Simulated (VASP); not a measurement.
# GaSi3S2 (P-3m1) in VASP: a series of runs

The runs below take GaSi3S2 through single point, with PBE.

Everything below comes from runs of VASP 6.6.1. Logs are shortened: lines on timing, memory, paths and dates and some standing lists are left out, and cuts for length are marked.

### Step 1. The cell of the first run

Symmetry: P-3m1, No. 164, trigonal system. The conventional cell has a = 4.502 Å, b = 4.502 Å, c = 5.638 Å, α = 90.00°, β = 90.00°, γ = 120.00°. Ga (site symmetry -3m) has 8 Si at 2.82 to 2.89 Å and 6 S at 3.04 Å within 3.7 Å. Within 3.7 Å of Si (site symmetry 3m) lie 5 S at 2.62 to 2.84 Å and 3 Ga at 2.89 Å and 6 Si at 3.03 to 3.62 Å. Within 3.7 Å of Si (site symmetry -3m) lie 2 Ga at 2.82 Å and 6 S at 2.88 Å and 6 Si at 3.03 Å. Within 3.6 Å of S (site symmetry 3m) lie 8 Si at 2.62 to 2.88 Å and 3 Ga at 3.04 Å and 3 S at 3.59 Å.

The cell was built from a structure type or drawn by symmetry, and may not be a known phase.

### Step 2. Single point, PBE

Contents of INCAR:

```
SYSTEM = GaSi3S2
PREC     = Accurate       ! precision mode
ENCUT    = 520            ! plane-wave cutoff, eV
EDIFF    = 1E-6           ! SCF threshold, eV
ISMEAR   = 0              ! smearing method
SIGMA    = 0.1            ! smearing width, eV
LREAL    = .FALSE.        ! projectors in reciprocal space
LASPH    = .TRUE.         ! aspherical terms in the spheres
NELM     = 100            ! most SCF steps
ALGO     = Normal         ! electronic algorithm
ISIF     = 2              ! what is computed and relaxed
LWAVE    = .FALSE.        ! write WAVECAR
LCHARG   = .FALSE.        ! write CHGCAR
GGA      = PE             ! functional
NBANDS   = 28             ! bands
```

Contents of KPOINTS:

```
Automatic mesh
0
G
  6 6 4
  0 0 0
```

Contents of POSCAR:

```
GaSi3S2
1.0
    4.5019858900      0.0000000000      0.0000000000
   -2.2509929400      3.8988341400      0.0000000000
    0.0000000000      0.0000000000      5.6376221900
Ga Si S
1 3 2
Direct
    0.0000000000      0.0000000000      0.5000000000
    0.3333333300      0.6666666700      0.7237790200
    0.6666666700      0.3333333300      0.2762209800
    0.0000000000      0.0000000000      0.0000000000
    0.3333333300      0.6666666700      0.2191410100
    0.6666666700      0.3333333300      0.7808589900
```

Potentials or basis: VASP PAW PBE potentials, release 64 (Ga_d, Si, S).

Launch:

```
cat potpaw_PBE.64/Ga_d/POTCAR potpaw_PBE.64/Si/POTCAR potpaw_PBE.64/S/POTCAR > POTCAR
mpirun -np 1 vasp_std > vasp.out
```

OUTCAR:

```text
SYSTEM = GaSi3S2
   PREC = Accurate
   ENCUT = 520
   EDIFF = 1E-6
   ISMEAR = 0
   LREAL = .FALSE.
   LASPH = .TRUE.
   NELM = 100
   ISIF = 2
   GGA = PE

 ion  position               nearest neighbor table
   1  0.000  0.000  0.500-   4 2.82   4 2.82   2 2.89   3 2.89   2 2.89   3 2.89   3 2.89   2 2.89

   2  0.333  0.667  0.724-   6 2.62   6 2.62   6 2.62   5 2.79   5 2.84   1 2.89   1 2.89   1 2.89
                             4 3.03   4 3.03   4 3.03
   3  0.667  0.333  0.276-   5 2.62   5 2.62   5 2.62   6 2.79   6 2.84   1 2.89   1 2.89   1 2.89
                             4 3.03   4 3.03   4 3.03
   4  0.000  0.000  0.000-   1 2.82   1 2.82   6 2.88   5 2.88   5 2.88   6 2.88   6 2.88   5 2.88
                             3 3.03   2 3.03   2 3.03   3 3.03   2 3.03   3 3.03
   5  0.333  0.667  0.219-   3 2.62   3 2.62   3 2.62   2 2.79   2 2.84   4 2.88   4 2.88   4 2.88

   6  0.667  0.333  0.781-   2 2.62   2 2.62   2 2.62   3 2.79   3 2.84   4 2.88   4 2.88   4 2.88

  LATTYP: Found a hexagonal cell.
 ALAT       =     4.5019858900
 C/A-ratio  =     1.2522523010

  Lattice vectors:

 A1 = (   4.5019858900,   0.0000000000,   0.0000000000)
 A2 = (  -2.2509929400,   3.8988341400,   0.0000000000)
 A3 = (   0.0000000000,   0.0000000000,   5.6376221900)

Analysis of symmetry for initial positions (statically):
=====================================================================
 Subroutine PRICEL returns:
 Original cell was already a primitive cell.

 Routine SETGRP: Setting up the symmetry group for a
 hexagonal supercell.

 Subroutine GETGRP returns: Found 12 space group operations
 (whereof 12 operations were pure point group operations)
 out of a pool of 24 trial point group operations.

The static configuration has the point symmetry D_3d.

Analysis of symmetry for dynamics (positions and initial velocities):
=====================================================================
 Subroutine PRICEL returns:
 Original cell was already a primitive cell.

 Routine SETGRP: Setting up the symmetry group for a
 hexagonal supercell.

 Subroutine GETGRP returns: Found 12 space group operations
 (whereof 12 operations were pure point group operations)
 out of a pool of 24 trial point group operations.

The dynamic configuration has the point symmetry D_3d.

 Subroutine INISYM returns: Found 12 space group operations
 (whereof 12 operations are pure point group operations),
 and found     1 'primitive' translations

----------------------------------------------------------------------------------------
[... 98 lines left out ...]
   ENCUT  =  520.0 eV  38.22 Ry    6.18 a.u.   8.37  8.37 10.48*2*pi/ulx,y,z
   NELM   =    100;   NELMIN=  2; NELMDL= -5     # of ELM steps
   EDIFF  = 0.1E-05   stopping-criterion for ELM
   LREAL  =      F    real-space projection
[... 7 lines left out ...]
   TEBEG  =    0.0;   TEEND  =   0.0 temperature during run
   PSTRESS=    0.0 pullay stress
   NELECT =      37.0000    total number of electrons
   NUPDOWN=      -1.0000    fix difference up-down
   EMIN   =  10.00;   EMAX   =-10.00  energy-range for DOS
   EFERMI =   0.00;   METHOD = LEGACY
   ISMEAR =     0;   SIGMA  =   0.10  broadening in eV -4-tet -1-fermi 0-gaus
   EFERMI_NEDOS =   21; number of points for ismear=-14 and -15
   IALGO  =     38    algorithm
   IMIX   =      4    mixing-type and parameters
     AMIX     =   0.40;   BMIX     =  1.00
     AMIX_MAG =   1.60;   BMIX_MAG =  1.00
  volume/ion in A,a.u.               =      16.49       111.30
  Fermi-wavevector in a.u.,A,eV,Ry     =   1.179407  2.228756 18.925723  1.391001
  Thomas-Fermi vector in A             =   2.315719
   LORBIT       =      0    0 simple, 1 ext, 2 COOP (PROOUT), +10 PAW based schemes
   GGA     = PE    functional components
   LHFCALC =     F    Hartree Fock is set to
   AEXX    =    0.0000 exact exchange contribution
   IVDW    =     0    specifies the selected vdW correction
   LEPSILON=     F    determine dielectric tensor
   LRPA    =     F    only Hartree local field effects (RPA)
 non-spin polarized calculation
 Gauss-broadening in eV      SIGMA  =   0.10
  energy-cutoff  :      520.00
  volume of cell :       98.95
 maximum number of plane-waves:      2715
 NGX is ok and might be reduce to    36
   NGX = 17   NGY = 17   NGZ = 21

 number of electron      37.0000012 magnetization

 Free energy of the ion-electron system (eV)
  ---------------------------------------------------
  ext. energy  EPLUGINS =         0.00000000
  ---------------------------------------------------
  free energy    TOTEN  =       -24.11839988 eV

  energy without entropy =      -24.09350499  energy(sigma->0) =      -24.10595243

 E-fermi :   8.0408     XC(G=0): -10.9132

 val. band max:        8.0297071676   @ k =   0.0000   0.3333   0.2500
 cond. band min:       8.0447882492   @ k =   0.1667  -0.0000   0.2500
 fundamental gap:      0.0150810817
 Fermi energy:         8.0408348022

 k-point     1 :       0.0000    0.0000    0.0000
  band No.  band energies     occupation
      1      -7.3871      2.00000
      2      -6.8172      2.00000
      3      -6.8172      2.00000
      4      -6.8076      2.00000
      5      -6.7857      2.00000
      6      -6.7857      2.00000
[... 733 lines left out ...]
     27      13.5037      0.00000
     28      15.7302      0.00000

------------------------ aborting loop because EDIFF is reached ----------------------------------------

  FORCE on cell =-STRESS in cart. coord.  units (eV):
  Direction    XX          YY          ZZ          XY          YZ          ZX
  --------------------------------------------------------------------------------------
  -------------------------------------------------------------------------------------
  Total        2.3779342      2.3779342     -1.8324891      0.0000000     -0.0000000     -0.0000000
  in kB       38.5013145     38.5013143    -29.6699719      0.0000000     -0.0000000     -0.0000000
  external PRESSURE =      15.7775523 kB  Pullay stress =       0.0000000 kB

 VOLUME and BASIS-vectors are now :
 -----------------------------------------------------------------------------
  energy-cutoff  :      520.00
  volume of cell :       98.95
      direct lattice vectors                 reciprocal lattice vectors
     4.501985890  0.000000000  0.000000000     0.222124197  0.128243465  0.000000000
    -2.250992940  3.898834140  0.000000000     0.000000000  0.256486930  0.000000000
     0.000000000  0.000000000  5.637622190     0.000000000  0.000000000  0.177379747

 POSITION                                       TOTAL-FORCE (eV/Angst)
 -----------------------------------------------------------------------------------
      0.00000      0.00000      2.81881         0.000000      0.000000      0.000000
     -0.00000      2.59922      4.08039        -0.000000      0.000000      0.471480
      2.25099      1.29961      1.55723         0.000000     -0.000000     -0.471480
      0.00000      0.00000      0.00000         0.000000      0.000000      0.000000
     -0.00000      2.59922      1.23543         0.000000      0.000000     -0.719993
      2.25099      1.29961      4.40219        -0.000000      0.000000      0.719993
 -----------------------------------------------------------------------------------
    total drift:                                0.000000      0.000000     -0.000000

  FREE ENERGIE OF THE ION-ELECTRON SYSTEM (eV)
  ---------------------------------------------------
  free  energy   TOTEN  =       -24.1183998829 eV

  energy  without entropy=      -24.0935049859  energy(sigma->0) =      -24.10595243
```

stdout:

```text
POSCAR found type information on POSCAR GaSiS
 POSCAR found :  3 types and       6 ions
 scaLAPACK will be used
 LDA part: xc-table for (Slater+PW92), standard interpolation
 POSCAR, INCAR and KPOINTS ok, starting setup
 FFT: planning ... GRIDC
 FFT: planning ... GRID_SOFT
 FFT: planning ... GRID
 WAVECAR not read
 entering main loop
```

It took 82 s on 1 thread of Intel Xeon 8259CL, shared host; peak memory 0.25 GiB.

What came out:

```yaml
Free_energy: -24.1184 eV
Pressure: 1.6 GPa
Largest_force: 0.720 eV/Å
Band_gap_on_the_k_mesh: zero (an odd number of electrons rules out a gap without spin polarisation)
```

Forces in eV/Å, atoms in the order of the input:
```
Ga   0.000  0.000  0.000
Si   0.000  0.000  0.471
Si   0.000  0.000 -0.471
Si   0.000  0.000  0.000
S    0.000  0.000 -0.720
S    0.000  0.000  0.720
```

### Step 3. Single point, PBE

This run uses another cell than the first one, of 17.69 Å³/atom.

Contents of INCAR:

```
PREC = Accurate
ENCUT = 520
EDIFF = 1E-6
ISMEAR = 0
SIGMA = 0.1
LREAL = False
LASPH = True
NELM = 60
ALGO = Normal
ISIF = 2
LWAVE = False
LCHARG = True
GGA = PE
LELF = True
LVHAR = True
NBANDS = 28
```

Contents of KPOINTS:

```
Automatic mesh
0
Gamma
  6 6 4
```

Contents of POSCAR:

```
GaSi3S2
1.0
    4.7430065098     -0.0000000030      0.0000000000
   -2.3715032523      4.1075641293      0.0000000000
    0.0000000000      0.0000000000      5.4482908286
Ga Si S
1 3 2
Direct
    0.0000000000      0.0000000000      0.5000000000
    0.3333333333      0.6666666667      0.7433443565
    0.6666666667      0.3333333333      0.2566556435
    0.0000000000      0.0000000000      0.0000000000
    0.3333333333      0.6666666667      0.1471021123
    0.6666666667      0.3333333333      0.8528978877
```

Potentials or basis: VASP PAW PBE potentials, release 64 (Ga_d, Si, S).

Launch:

```
cat potpaw_PBE.64/Ga_d/POTCAR potpaw_PBE.64/Si/POTCAR potpaw_PBE.64/S/POTCAR > POTCAR
mpirun -np 1 vasp_std > vasp.out
```

Run time: 92 s. Hardware: 1 thread of Intel Xeon 8259CL, shared host; peak memory 0.25 GiB.

It converged, with:

```yaml
Free_energy: -25.0551 eV
Pressure: -0.1 GPa
Largest_force: 0.031 eV/Å
Band_gap_on_the_k_mesh: zero (an odd number of electrons rules out a gap without spin polarisation)
```

Forces in eV/Å, atoms in the order of the input:
```
Ga   0.000  0.000  0.000
Si   0.000  0.000  0.012
Si   0.000  0.000 -0.012
Si   0.000  0.000  0.000
S    0.000  0.000 -0.031
S    0.000  0.000  0.031
```

Stress tensor (GPa, compression positive):
```
-0.17  0.00  0.00
 0.00 -0.17  0.00
 0.00  0.00  0.10
```

Levels at points of the mesh, in eV from the Fermi level:
```
           k point  band 15  band 16  band 17  band 18  band 19  band 20  band 21  band 22  band 23  band 24
(0.00, 0.00, 0.00)    -4.20    -2.32    -1.25    -1.25    -0.68    -0.61     1.10     1.10     2.29     2.29
(0.50, 0.00, 0.00)    -2.83    -2.81    -1.37    -1.03     0.21     0.78     1.88     1.95     3.49     3.82
(0.00, 0.00, 0.50)    -4.06    -3.25    -1.80    -1.80    -0.96    -0.85    -0.85     0.76     4.23     4.86
(0.50, 0.00, 0.50)    -2.18    -1.60    -1.47    -0.06     0.92     1.09     2.08     2.10     2.38     3.52
```
